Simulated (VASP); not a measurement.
Wanted: the native input for a VASP 6.6.1 run.

| Property | Result |
| --- | --- |
| Task | single point |
| Functional | PBEsol |
| Potentials or basis | VASP PAW PBE potentials, release 64 (Ti_sv) |
| Cutoff | 520 eV |
| k mesh | 16 × 16 × 16 |
| Occupations | gaussian, width 0.1 eV |
| Spin | no spin polarisation |
| Dipole correction | no |
| Further INCAR settings | ALGO = Fast; EDIFF = 1e-06; NBANDS = 12 |

The structure of Ti lies in POSCAR:

```
Ti
1.0
   -1.6199952000      1.5987442500      1.6224238800
    1.6735246200     -1.5963155700      1.6735246200
    1.6224238800      1.5987442500     -1.6199952000
Ti
1
Direct
    0.0000000000      0.0000000000      0.0000000000
```

This cell differs from its parent crystal: strained.

The input as run:

INCAR

```
SYSTEM = Ti
PREC = Accurate ; ENCUT = 520
EDIFF = 1E-6 ; ISMEAR = 0
SIGMA = 0.1 ; LREAL = .False.
LASPH = .True. ; NELM = 80
ALGO = Fast ; ISIF = 2
LWAVE = .False. ; LCHARG = .True.
GGA = PS ; LELF = .True.
LVHAR = .True. ; NBANDS = 12
```

KPOINTS

```
Automatic mesh
0
Gamma
  16 16 16
  0 0 0
```

Potentials or basis: VASP PAW PBE potentials, release 64 (Ti_sv).

Run with:

```bash
$ cat potpaw_PBE.64/Ti_sv/POTCAR > POTCAR
$ mpirun -np 1 vasp_std > vasp.out
```

Results of the run:

```json
{
 "Pressure": "-5.4 GPa",
 "Band gap on the k mesh": "zero (band 6 reaches 8.85 eV, above the bottom of band 7 at 7.33 eV)"
}
```

Caveat: the cell differs from its parent crystal (strained); the PAW data sets were made with another functional, which shifts forces and pressure a little.

Wall time 3.8 min on 1 thread of Intel(R) Xeon(R) Platinum 8375C CPU @ 2.90GHz (Ice Lake), with other jobs on the host, peak memory 0.33 GiB.
